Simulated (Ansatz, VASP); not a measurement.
**Two plane-wave programs on KTaB**

```
K Ta B
1.0
     3.46380    0.00000    0.00000
    -1.73190    2.99973    0.00000
     0.00000    0.00000   29.32323
K Ta B
1 1 1
Direct
  0.33333 0.66667 0.34900
  0.00000 0.00000 0.24425
  0.66667 0.33333 0.27282
```

Change from the starting cell: species swapped into a sheet of the HfSeS type.

Alike in both runs: functional PBE; k mesh 18 × 18 × 1; occupations gaussian, width 0.1 eV; no spin polarisation.

Ansatz relaxed the structure, and its values are those at the end. VASP's run is a single point on that final structure, the one shown.

|  | VASP | Ansatz |
| --- | --- | --- |
| version | VASP 6.6.1 | Ansatz 0.2.0 |
| potentials or method | VASP PAW PBE potentials, release 64 (K_sv, Ta_pv, B), cutoff 520 eV | scalar-relativistic, plane waves, PAW |
| valence electrons in the cell | 23 | 25 |

|  | VASP | Ansatz | Ansatz less VASP |
| --- | --- | --- | --- |
| gap on the k mesh at the Fermi level (eV) | none | none | - |
| rms of the force components (eV/Å) | 0.010 | 0.001 | -0.0087 |

A gap of «none» marks a metal or a gap that the smearing closes. The functional is the same, so the differences come from potentials, cutoffs and numerics. VASP's potentials hold 23 valence electrons a cell and Ansatz's 25, so a difference there can come from the potentials and not from the codes.

Neither program's run includes spin-orbit coupling.
